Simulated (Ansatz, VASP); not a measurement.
**K3Pd: VASP beside Ansatz**

Contents of INCAR:

```
ALGO = Fast ; EDIFF = 1E-7
ENCUT = 520 ; GGA = PS
ISIF = 2 ; ISMEAR = 0
LASPH = True ; LCHARG = True
LELF = True ; LREAL = False
LVHAR = True ; LWAVE = False
NBANDS = 26 ; NELM = 100
PREC = Accurate ; SIGMA = 0.1
```

Contents of KPOINTS:

```
k-points
0
Gamma
  8 8 8
```

POSCAR

```
K3Pd
1.0
    5.2305339379      0.0000000000      0.0000000000
    0.0000000000      5.2305339379      0.0000000000
    0.0000000000      0.0000000000      5.2305339379
K Pd
3 1
Direct
    0.5000000000      0.5000000000      0.0000000000
    0.5000000000      0.0000000000      0.5000000000
    0.0000000000      0.5000000000      0.5000000000
    0.0000000000      0.0000000000      0.0000000000
```

Input for Ansatz:

```yaml
crystal:
  lattice:
    - [5.2305339379, 0.0, 0.0]
    - [0.0, 5.2305339379, 0.0]
    - [0.0, 0.0, 5.2305339379]
  atoms:
    - { symbol: K, position: [0.5, 0.5, 0.0] }
    - { symbol: K, position: [0.5, 0.0, 0.5] }
    - { symbol: K, position: [0.0, 0.5, 0.5] }
    - { symbol: Pd, position: [0.0, 0.0, 0.0] }
basis:
  ecutwfc: 420
kpoints:
  mp_grid: { grid: [8, 8, 8] }
hamiltonian:
  xc: pbesol
scf:
  occupations: { method: gaussian, width: 0.1 }
output:
  forces: true
  stress: true
  eigenvalues: true
```

Alike in both runs: task single point; functional PBEsol; k mesh 8 × 8 × 8; occupations gaussian, width 0.1 eV; no spin polarisation.

|  | VASP | Ansatz |
| --- | --- | --- |
| version | VASP 6.6.1 | Ansatz 0.2.0 |
| potentials or method | VASP PAW PBE potentials, release 64 (K_sv, Pd), cutoff 520 eV | scalar-relativistic, plane waves, PAW |
| valence electrons in the cell | 37 | 45 |

```tsv
	VASP	Ansatz	Ansatz less VASP
gap on the k mesh at the Fermi level (eV)	none	none	-
pressure (GPa)	0.3	0.3	0.00
```

VASP's potentials were made for PBE, not for PBEsol. A gap of «none» marks a metal or a gap that the smearing closes. The functional is the same, so the differences come from potentials, cutoffs and numerics. VASP's potentials hold 37 valence electrons a cell and Ansatz's 45, so a difference there can come from the potentials and not from the codes.
